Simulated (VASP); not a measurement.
Input of a VASP 6.6.1 run:

Contents of INCAR:

```
SYSTEM = MoS2
PREC = Accurate
ENCUT = 520
EDIFF = 1E-6
ISMEAR = 0
SIGMA = 0.15
LREAL = .FALSE.
LASPH = .TRUE.
NELM = 100
ALGO = Normal
ISIF = 2
LWAVE = .FALSE.
LCHARG = .TRUE.
GGA = PS
LELF = .TRUE.
LVHAR = .TRUE.
NBANDS = 20
```

The input KPOINTS:

```
regular mesh
0
G
  18 18 8
  0 0 0
```

POSCAR

```
MoS2
1.0
    3.1411847469      0.0000000000      0.0000000000
   -1.5705923735      2.7203457888      0.0000000000
    0.0000000000      0.0000000000      6.1247114470
Mo S
1 2
Direct
    0.0000000000      0.0000000000      0.5000000000
    0.3333333333      0.6666666667      0.2533079938
    0.6666666667      0.3333333333      0.7711829560
```

Potentials or basis: VASP PAW PBE potentials, release 64 (Mo_sv, S).

Run with:

```sh
$ cat potpaw_PBE.64/Mo_sv/POTCAR potpaw_PBE.64/S/POTCAR > POTCAR
$ mpirun -np 1 vasp_std > vasp.out
```

Estimate the largest force.

1.677 eV/Å.

Estimate the band gap on the k mesh.

zero (bands 13 and 14 overlap by 0.90 eV).

Estimate the pressure.

0.5 GPa.

Forces on the atoms (eV/Å):
```
Mo   0.000  0.000  1.677
S    0.000  0.000 -0.927
S    0.000  0.000 -0.751
```

Caveat: the cell differs from its parent crystal (all S atoms moved +0.075 Å, as atom 2 along Cartesian [0 0 1]); the PAW data sets were made with another functional, which shifts forces and pressure a little; this functional lacks dispersion, which binds the layers, so the pressure and a relaxed spacing across them are unreliable.
